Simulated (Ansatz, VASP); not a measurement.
## One calculation of Hg, two programs

The input INCAR:

```
SYSTEM = Hg
PREC = Accurate
ENCUT = 500
EDIFF = 1E-6
ISMEAR = 0
SIGMA = 0.05
LREAL = .False.
LASPH = .True.
NELM = 120
ALGO = Normal
ISIF = 2
LWAVE = .False.
LCHARG = .False.
GGA = PE
NBANDS = 12
GGA_COMPAT = .False.
```

File KPOINTS:

```
Automatic mesh
0
Gamma
  8 8 8
  0 0 0
```

Contents of POSCAR:

```
Hg
1.0
   -1.9287681918      1.9287681918      1.9287681918
    1.9287681918     -1.9287681918      1.9287681918
    1.9287681918      1.9287681918     -1.9287681918
Hg
1
Direct
    0.0000000000      0.0000000000      0.0000000000
```

Input for Ansatz:

```yaml
crystal:
  lattice:
    - [-1.9287681918, 1.9287681918, 1.9287681918]
    - [1.9287681918, -1.9287681918, 1.9287681918]
    - [1.9287681918, 1.9287681918, -1.9287681918]
  atoms:
    - { symbol: Hg, position: [0.0, 0.0, 0.0] }
basis:
  ecutwfc: 600
  ecutrho_ratio: 5
kpoints:
  mp_grid: { grid: [8, 8, 8] }
hamiltonian:
  xc: pbe
scf:
  occupations: { method: gaussian, width: 0.05 }
output:
  forces: true
  stress: true
  eigenvalues: true
```

Alike in both runs: task single point; functional PBE; k mesh 8 × 8 × 8; occupations gaussian, width 0.05 eV; no spin polarisation.

|  | VASP | Ansatz |
| --- | --- | --- |
| version | VASP 6.6.1 | Ansatz 0.2.0 |
| potentials or method | VASP PAW PBE potentials, release 64 (Hg), cutoff 500 eV | scalar-relativistic, plane waves, PAW |
| valence electrons in the cell | 12 | 20 |

VASP gave:

```
gap on the k mesh at the Fermi level (eV) : none
pressure (GPa)                            : 0.1
```

**Question.** Estimate Ansatz's values.

**Answer.** gap on the k mesh at the Fermi level (eV): none; pressure (GPa): 0.0.

A gap of «none» marks a metal or a gap that the smearing closes. The functional is the same, so the differences come from potentials, cutoffs and numerics. VASP's potentials hold 12 valence electrons a cell and Ansatz's 20, so a difference there can come from the potentials and not from the codes.

Spin-orbit coupling is off throughout.
